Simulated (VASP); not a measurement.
Write the native input for VASP 6.6.1 that does the following.

- Task: relaxation of cell and atoms
- Functional: PBE
- Potentials or basis: VASP PAW PBE potentials, release 64 (Cd, I)
- Cutoff: 600 eV
- k mesh: 6 × 6 × 6
- Occupations: gaussian, width 0.1 eV
- Spin: no spin polarisation
- Dipole correction: no
- Further INCAR settings: ALGO = Normal; EDIFF = 1e-06; IBRION = 2; EDIFFG = -0.05; NSW = 80; ISIF = 3

The structure of CdI lies in POSCAR:

```
CdI
1.0
   -2.3368319602      2.3368319602      3.3089848829
    2.3368319602     -2.3368319602      3.3089848829
    2.3368319602      2.3368319602     -3.3089848829
Cd I
1 1
Direct
    0.2500000000      0.7500000000      0.5000000000
    0.0000000000      0.0000000000      0.0000000000
```

One way to write it, as run:

INCAR

```
  PREC = Accurate
  ENCUT = 600
  EDIFF = 1E-6
  ISMEAR = 0
  SIGMA = 0.1
  LREAL = False
  LASPH = True
  NELM = 80
  ALGO = Normal
  ISIF = 3
  LWAVE = False
  LCHARG = False
  GGA = PE
  IBRION = 2
  NSW = 80
  EDIFFG = -0.05
```

KPOINTS

```
regular mesh
0
Gamma
  6 6 6
```

Potentials or basis: VASP PAW PBE potentials, release 64 (Cd, I).

The run is started by

```bash
$ cat potpaw_PBE.64/Cd/POTCAR potpaw_PBE.64/I/POTCAR > POTCAR
$ mpirun -np 1 vasp_std > vasp.out
```

It gave:

- Relaxed volume: 49.19 Å³/atom
- Relaxed cell: a = 5.183 Å, b = 5.183 Å, c = 5.183 Å, α = 120.05°, β = 120.05°, γ = 89.91°
- Space group after relaxing (to 0.05 Å): F-43m (No. 216)
- Energy gained by relaxing: 263.6 meV/atom
- Ionic steps: 4
- Pressure after relaxing: 0.0 GPa

Caveat: the volume moved by over 15 % at a fixed basis, so the end points are rough; an odd number of electrons without spin polarisation forces a metal; a magnetic or distorted state may lie lower.

It took 2.7 min on 1 thread of Oxide Virtual Turin-like Processor, on a shared host, peak memory 0.24 GiB.
